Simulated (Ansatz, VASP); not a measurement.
# InAs: VASP beside Ansatz

```
In As
1.0
     0.00000    3.05459    3.05459
     3.05459    0.00000    3.05459
     3.05459    3.05459    0.00000
In As
1 1
Direct
  0.00000 0.00000 0.00000
  0.25000 0.25000 0.25000
```

Alike in both runs: task single point; functional PBEsol; k mesh 6 × 6 × 6; occupations fermi-dirac, width 0.02 eV; no spin polarisation.

|  | VASP | Ansatz |
| --- | --- | --- |
| version | VASP 6.6.1 | Ansatz 0.2.0 |
| potentials or method | VASP PAW PBE potentials, release 64 (In_d, As) | plane waves, PAW |
| plane-wave cutoff (eV) | 520 | 420 |
| valence electrons in the cell | 18 | 28 |

```tsv
	VASP	Ansatz	Ansatz less VASP
pressure (GPa)	-0.4	-0.5	-0.08
```

VASP's potentials were made for PBE, not for PBEsol. VASP's potentials hold 18 valence electrons a cell and Ansatz's 28, so a difference there can come from the potentials and not from the codes.
